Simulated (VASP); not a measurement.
# LiO3 (ReO3 type) (Pm-3m) in VASP: single point with PBE

Aim: the single point of LiO3 (ReO3 type) with PBE.

Everything below comes from runs of VASP 6.6.1. Logs are shortened: lines on timing, memory, paths and dates and some standing lists are left out, and cuts for length are marked.

## (1) The cell of the first run

The structure is cubic, space group Pm-3m (No. 221). The conventional cell has a = 3.512 Å, b = 3.512 Å, c = 3.512 Å, α = 90.00°, β = 90.00°, γ = 90.00°. Li (site symmetry m-3m) has 6 O at 1.76 Å within 2.3 Å. Within 2.3 Å of O (site symmetry 4/mmm) lie 2 Li at 1.76 Å.

## (2) Single point, PBE

Contents of INCAR:

```
SYSTEM = LiO3
ALGO = Normal
EDIFF = 1E-6
ENCUT = 520
GGA = PE
ISIF = 2
ISMEAR = -1
LASPH = .True.
LCHARG = .True.
LELF = .True.
LREAL = .False.
LVHAR = .True.
LWAVE = .False.
NBANDS = 18
NELM = 60
PREC = Accurate
SIGMA = 0.06122561905347299
```

Contents of KPOINTS:

```
k-points
0
Gamma
  30 30 30
  0 0 0
```

Contents of POSCAR:

```
LiO3
1.0
    3.5115794026      0.0000000000      0.0000000000
    0.0000000000      3.5115794026      0.0000000000
    0.0000000000      0.0000000000      3.5115794026
Li O
1 3
Direct
    0.0000000000      0.0000000000      0.0000000000
    0.5000000000      0.0000000000      0.0000000000
    0.0000000000      0.5000000000      0.0000000000
    0.0000000000      0.0000000000      0.5000000000
```

Potentials or basis: VASP PAW PBE potentials, release 64 (Li_sv, O).

The run is started by

```bash
cat potpaw_PBE.64/Li_sv/POTCAR potpaw_PBE.64/O/POTCAR > POTCAR
mpirun -np 1 vasp_std > vasp.out
```

OUTCAR:

```text
SYSTEM = LiO3
   EDIFF = 1E-6
   ENCUT = 520
   GGA = PE
   ISIF = 2
   ISMEAR = -1
   LASPH = .True.
   LREAL = .False.
   NELM = 60
   PREC = Accurate

 ion  position               nearest neighbor table
   1  0.000  0.000  0.000-   2 1.76   3 1.76   4 1.76   4 1.76   3 1.76   2 1.76
   2  0.500  0.000  0.000-   1 1.76   1 1.76
   3  0.000  0.500  0.000-   1 1.76   1 1.76
   4  0.000  0.000  0.500-   1 1.76   1 1.76

  LATTYP: Found a simple cubic cell.
 ALAT       =     3.5115794026

  Lattice vectors:

 A1 = (   3.5115794026,   0.0000000000,   0.0000000000)
 A2 = (   0.0000000000,   3.5115794026,   0.0000000000)
 A3 = (   0.0000000000,   0.0000000000,   3.5115794026)

Analysis of symmetry for initial positions (statically):
=====================================================================
 Subroutine PRICEL returns:
 Original cell was already a primitive cell.

 Routine SETGRP: Setting up the symmetry group for a
 simple cubic supercell.

 Subroutine GETGRP returns: Found 48 space group operations
 (whereof 48 operations were pure point group operations)
 out of a pool of 48 trial point group operations.

The static configuration has the point symmetry O_h .

Analysis of symmetry for dynamics (positions and initial velocities):
=====================================================================
 Subroutine PRICEL returns:
 Original cell was already a primitive cell.

 Routine SETGRP: Setting up the symmetry group for a
 simple cubic supercell.

 Subroutine GETGRP returns: Found 48 space group operations
 (whereof 48 operations were pure point group operations)
 out of a pool of 48 trial point group operations.

The dynamic configuration has the point symmetry O_h .

 Subroutine INISYM returns: Found 48 space group operations
 (whereof 48 operations are pure point group operations),
 and found     1 'primitive' translations

----------------------------------------------------------------------------------------

                                     Primitive cell

  volume of cell :      43.3020

  direct lattice vectors                    reciprocal lattice vectors
     3.511579403  0.000000000  0.000000000     0.284772145  0.000000000  0.000000000
     0.000000000  3.511579403  0.000000000     0.000000000  0.284772145  0.000000000
     0.000000000  0.000000000  3.511579403     0.000000000  0.000000000  0.284772145

  length of vectors
     3.511579403  3.511579403  3.511579403     0.284772145  0.284772145  0.284772145

  position of ions in fractional coordinates (direct lattice)
     0.000000000  0.000000000  0.000000000
     0.500000000  0.000000000  0.000000000
     0.000000000  0.500000000  0.000000000
     0.000000000  0.000000000  0.500000000

  ion indices of the primitive-cell ions
   primitive index   ion index
                 1           1
                 2           2
                 3           3
                 4           4

----------------------------------------------------------------------------------------

 KPOINTS: k-points

Automatic generation of k-mesh.
 Grid dimensions read from file:
 generate k-points for:   30   30   30

 Generating k-lattice:

  Cartesian coordinates                     Fractional coordinates (reciprocal lattice)
     0.009492405  0.000000000  0.000000000     0.033333333  0.000000000  0.000000000
     0.000000000  0.009492405  0.000000000     0.000000000  0.033333333  0.000000000
     0.000000000  0.000000000  0.009492405     0.000000000  0.000000000  0.033333333

  Length of vectors
     0.009492405  0.009492405  0.009492405

  Shift w.r.t. Gamma in fractional coordinates (k-lattice)
     0.000000000  0.000000000  0.000000000

 Subroutine IBZKPT returns following result:
 ===========================================

 Found    816 irreducible k-points:

 Following reciprocal coordinates:
            Coordinates               Weight
  0.000000  0.000000  0.000000      1.000000
  0.033333  0.000000  0.000000      6.000000
  0.066667  0.000000  0.000000      6.000000
  0.100000  0.000000  0.000000      6.000000
  0.133333  0.000000  0.000000      6.000000
  0.166667  0.000000  0.000000      6.000000
[... 16 lines left out ...]
  0.233333  0.033333  0.000000     24.000000
  0.266667  0.033333  0.000000     24.000000
 [... further k-points ...]
   k-points           NKPTS =    816   k-points in BZ     NKDIM =    816   number of bands    NBANDS=     18
   number of dos      NEDOS =    301   number of ions     NIONS =      4
   total plane-waves  NPLWV =  21952
   dimension x,y,z NGX =    28 NGY =   28 NGZ =   28
   dimension x,y,z NGXF=    56 NGYF=   56 NGZF=   56
   ions per type =               1   3
   NGX,Y,Z   is equivalent  to a cutoff of  13.26, 13.26, 13.26 a.u.
   NGXF,Y,Z  is equivalent  to a cutoff of  26.51, 26.51, 26.51 a.u.
 SYSTEM =  LiO3
   PREC   = accura    normal or accurate (medium, high low for compatibility)
   ISTART =      0    job   : 0-new  1-cont  2-samecut
   ICHARG =      2    charge: 1-file 2-atom 10-const
   ISPIN  =      1    spin polarized calculation?
   LNONCOLLINEAR =      F non collinear calculations
   LSORBIT =      F    spin-orbit coupling
   LASPH  =      T    aspherical Exc in radial PAW
   ENCUT  =  520.0 eV  38.22 Ry    6.18 a.u.   6.53  6.53  6.53*2*pi/ulx,y,z
   NELM   =     60;   NELMIN=  2; NELMDL= -5     # of ELM steps
   EDIFF  = 0.1E-05   stopping-criterion for ELM
   LREAL  =      F    real-space projection
   EDIFFG = 0.1E-04   stopping-criterion for IOM
   NSW    =      0    number of steps for IOM
   IBRION =     -1    ionic relax: 0-MD 1-quasi-New 2-CG
   NFREE  =      0    steps in history (QN), initial steepest desc. (CG)
   ISIF   =      2    stress and relaxation
   ISYM   =      2    0-nonsym 1-usesym 2-fastsym
   POTIM  = 0.5000    time-step for ionic-motion
   TEBEG  =    0.0;   TEEND  =   0.0 temperature during run
   PSTRESS=    0.0 pullay stress
   NELECT =      21.0000    total number of electrons
   NUPDOWN=      -1.0000    fix difference up-down
   EMIN   =  10.00;   EMAX   =-10.00  energy-range for DOS
   EFERMI =   0.00;   METHOD = LEGACY
   ISMEAR =    -1;   SIGMA  =   0.06  broadening in eV -4-tet -1-fermi 0-gaus
   EFERMI_NEDOS =   21; number of points for ismear=-14 and -15
   IALGO  =     38    algorithm
   IMIX   =      4    mixing-type and parameters
     AMIX     =   0.40;   BMIX     =  1.00
     AMIX_MAG =   1.60;   BMIX_MAG =  1.00
  volume/ion in A,a.u.               =      10.83        73.05
  Fermi-wavevector in a.u.,A,eV,Ry     =   1.286211  2.430586 22.508633  1.654338
  Thomas-Fermi vector in A             =   2.418299
   LORBIT       =      0    0 simple, 1 ext, 2 COOP (PROOUT), +10 PAW based schemes
   GGA     = PE    functional components
   LHFCALC =     F    Hartree Fock is set to
   AEXX    =    0.0000 exact exchange contribution
   IVDW    =     0    specifies the selected vdW correction
   LEPSILON=     F    determine dielectric tensor
   LRPA    =     F    only Hartree local field effects (RPA)
 non-spin polarized calculation
  energy-cutoff  :      520.00
  volume of cell :       43.30
 maximum number of plane-waves:      1195
 NGX is ok and might be reduce to    28
   NGX = 13   NGY = 13   NGZ = 13

 number of electron      21.0000014 magnetization

 Free energy of the ion-electron system (eV)
  ---------------------------------------------------
  ext. energy  EPLUGINS =         0.00000000
  ---------------------------------------------------
  free energy    TOTEN  =       -12.28452704 eV

  energy without entropy =      -12.21630614  energy(sigma->0) =      -12.25041659

 E-fermi :  -1.7543     XC(G=0):  -9.2815

 val. band max:       -1.7543183846   @ k =   0.3333   0.3333   0.1000
 cond. band min:      -1.7537587260   @ k =   0.3000   0.2667   0.0667
 fundamental gap:      0.0005596586
 Fermi energy:        -1.7543111890

 k-point     1 :       0.0000    0.0000    0.0000
  band No.  band energies     occupation
      1     -42.7212      2.00000
      2     -19.3066      2.00000
      3     -17.1062      2.00000
      4     -17.1062      2.00000
      5      -5.3960      2.00000
      6      -5.3960      2.00000
[... 10 lines left out ...]
     17      18.8598      0.00000
     18      18.8598      0.00000

 k-point     2 :       0.0333    0.0000    0.0000
  band No.  band energies     occupation
      1     -42.7211      2.00000
      2     -19.3025      2.00000
      3     -17.1147      2.00000
      4     -17.1057      2.00000
      5      -5.3905      2.00000
      6      -5.3905      2.00000
[... 10 lines left out ...]
     17      18.8160      0.00000
     18      18.8211      0.00000

 k-point     3 :       0.0667    0.0000    0.0000
  band No.  band energies     occupation
      1     -42.7210      2.00000
      2     -19.2904      2.00000
      3     -17.1398      2.00000
      4     -17.1042      2.00000
      5      -5.3742      2.00000
      6      -5.3742      2.00000
[... 10 lines left out ...]
     17      18.7160      0.00000
     18      18.7166      0.00000

 k-point     4 :       0.1000    0.0000    0.0000
  band No.  band energies     occupation
      1     -42.7206      2.00000
      2     -19.2699      2.00000
      3     -17.1807      2.00000
      4     -17.1019      2.00000
      5      -5.3473      2.00000
      6      -5.3473      2.00000
[... 375 lines left out ...]
      4     -17.0969      2.00000
      5      -5.2122      2.00000
      6      -5.2043      2.00000
[... 10 lines left out ...]
     17      18.1680      0.00000
     18      18.2042      0.00000

 k-point    23 :       0.2333    0.0333    0.0000
  band No.  band energies     occupation
      1     -42.7182      2.00000
      2     -19.1049      2.00000
      3     -17.4773      2.00000
      4     -17.0925      2.00000
      5      -5.1507      2.00000
      6      -5.1431      2.00000
[... 10 lines left out ...]
     17      18.0652      0.00000
     18      18.0928      0.00000

 k-point    24 :       0.2667    0.0333    0.0000
  band No.  band energies     occupation
      1     -42.7175      2.00000
      2     -19.0463      2.00000
      3     -17.5745      2.00000
      4     -17.0879      2.00000
      5      -5.0840      2.00000
      6      -5.0769      2.00000
[... 10 lines left out ...]
     17      17.9778      0.00000
     18      17.9906      0.00000

 [... further k-points ...]
[... 5 lines left out ...]
  --------------------------------------------------------------------------------------
  -------------------------------------------------------------------------------------
  Total        1.0969743      1.0969743      1.0969743     -0.0000000      0.0000000      0.0000000
  in kB       40.5881779     40.5881779     40.5881779     -0.0000000      0.0000000      0.0000000
  external PRESSURE =      40.5881779 kB  Pullay stress =       0.0000000 kB

 VOLUME and BASIS-vectors are now :
 -----------------------------------------------------------------------------
  energy-cutoff  :      520.00
  volume of cell :       43.30
      direct lattice vectors                 reciprocal lattice vectors
     3.511579403  0.000000000  0.000000000     0.284772145  0.000000000  0.000000000
     0.000000000  3.511579403  0.000000000     0.000000000  0.284772145  0.000000000
     0.000000000  0.000000000  3.511579403     0.000000000  0.000000000  0.284772145

 POSITION                                       TOTAL-FORCE (eV/Angst)
 -----------------------------------------------------------------------------------
      0.00000      0.00000      0.00000         0.000000      0.000000      0.000000
      1.75579      0.00000      0.00000         0.000000      0.000000      0.000000
      0.00000      1.75579      0.00000         0.000000      0.000000      0.000000
      0.00000      0.00000      1.75579         0.000000      0.000000      0.000000
 -----------------------------------------------------------------------------------
    total drift:                               -0.000000      0.000000     -0.000000

  FREE ENERGIE OF THE ION-ELECTRON SYSTEM (eV)
  ---------------------------------------------------
  free  energy   TOTEN  =       -12.2845270448 eV

  energy  without entropy=      -12.2163061402  energy(sigma->0) =      -12.25041659
```

It took 9.4 min on 1 thread of Intel Xeon 8259CL, shared host; peak memory 0.55 GiB.

What came out:

| Property | Result |
| --- | --- |
| Free energy | -12.2845 eV |
| Band gap on the k mesh | zero (an odd number of electrons rules out a gap without spin polarisation) |

Caveat: the cutoff is under 1.25 times the usual one of these potentials, so pressure, stress and relaxed cells hold a basis-set (Pulay) error; an odd number of electrons without spin polarisation forces a metal; a magnetic or distorted state may lie lower.
